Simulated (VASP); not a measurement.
Wanted: the native input for a VASP 6.6.1 run.

```
Task                   : relaxation of cell and atoms
Functional             : LDA
Potentials or basis    : VASP PAW LDA potentials, release 64 (C_h)
Cutoff                 : 1300 eV
k mesh                 : 23 × 23 × 13
Occupations            : gaussian, width 0.1 eV
Spin                   : no spin polarisation
Dipole correction      : no
Further INCAR settings : ALGO = Normal; EDIFF = 1e-07; IBRION = 2; EDIFFG = -0.03; NSW = 80; ISIF = 3
```

The structure of C lies in POSCAR:

```
C
1.0
    2.1200000000      0.0000000000      0.0000000000
   -1.0600000000      1.8359738560      0.0000000000
    0.0000000000      0.0000000000      3.4619600000
C
2
Direct
    0.3333333333      0.6666666667      0.2500000000
    0.6666666667      0.3333333333      0.7500000000
```

These files were run (other wordings do the same):

INCAR

```
  PREC = Accurate
  ENCUT = 1300
  EDIFF = 1E-7
  ISMEAR = 0
  SIGMA = 0.1
  LREAL = False
  LASPH = True
  NELM = 120
  ALGO = Normal
  ISIF = 3
  LWAVE = False
  LCHARG = False
  GGA = CA
  IBRION = 2
  NSW = 80
  EDIFFG = -0.03
  GGA_COMPAT = False
  NELMIN = 4
```

KPOINTS

```
regular mesh
0
Gamma
  23 23 13
```

Potentials or basis: VASP PAW LDA potentials, release 64 (C_h).

The run is started by

```console
$ cat potpaw_LDA.64/C_h/POTCAR > POTCAR
$ mpirun -np 1 vasp_std > vasp.out
```

It gave:

```yaml
Relaxed_volume: 6.79 Å³/atom
Relaxed_cell: a = 1.690 Å, b = 1.690 Å, c = 5.491 Å, α = 90.00°, β = 90.00°, γ = 120.00°
Space_group_after_relaxing_to_0.1_Å: P6_3/mmc (No. 194)
Pressure_after_relaxing: 0.0 GPa
Band_gap_on_the_k_mesh: zero (bands 4 and 5 overlap by 2.34 eV)
```

Caveat: a cell axis changed by over 15 % at a fixed basis, so the end point is rough.

Run time: 11 min on 1 thread of Intel(R) Xeon(R) 6975P-C (Granite Rapids) (shared host), peak memory 0.25 GiB.
